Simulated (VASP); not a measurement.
Here is a VASP 6.6.1 calculation.

File INCAR:

```
  PREC = Accurate
  ENCUT = 600
  EDIFF = 1E-6
  ISMEAR = 0
  SIGMA = 0.1
  LREAL = False
  LASPH = True
  NELM = 200
  ALGO = Normal
  ISIF = 2
  LWAVE = False
  LCHARG = True
  GGA = PE
  LELF = True
  LVHAR = True
  NBANDS = 26
  GGA_COMPAT = False
  LMAXMIX = 6
```

KPOINTS

```
Automatic mesh
0
Gamma
  6 6 4
```

POSCAR

```
Tm3BF
1.0
    6.0653457511     -0.0000000034      0.0000000000
   -3.0326728726      5.2527435049      0.0000000000
    0.0000000000      0.0000000000      3.3806713898
Tm B F
3 1 1
Direct
    0.5000000000      0.0000000000      0.0000000000
    0.0000000000      0.5000000000      0.0000000000
    0.5000000000      0.5000000000      0.0000000000
    0.0000000000      0.0000000000      0.5000000000
    0.0000000000      0.0000000000      0.0000000000
```

Potentials or basis: VASP PAW PBE potentials, release 64 (Tm_3, B, F), 4f in core.

The run is started by

```bash
$ cat potpaw_PBE.64/Tm_3/POTCAR potpaw_PBE.64/B/POTCAR potpaw_PBE.64/F/POTCAR > POTCAR
$ mpirun -np 1 vasp_std > vasp.out
```

Q: Estimate the band gap on the k mesh.

A: Zero (an odd number of electrons rules out a gap without spin polarisation).

Q: What does it give for the pressure?

A: 0.2 GPa.

Stress tensor (GPa, compression positive):
```
0.31 0.00 0.00
0.00 0.31 0.00
0.00 0.00 0.07
```

Caveat: the k points lie up to 0.46 Å⁻¹ apart, too coarse for converged energies and pressures of a metal; spin-orbit coupling is left out, which moves the levels of the heavy elements; the 4f electrons are frozen in the core, so they carry no moment and show no levels; an odd number of electrons without spin polarisation forces a metal; a magnetic or distorted state may lie lower; the run has no spin polarisation, though such a crystal can be magnetic. With open d or f shells a metallic result of PBE can be an artefact of self-interaction; +U or a hybrid may open a gap.
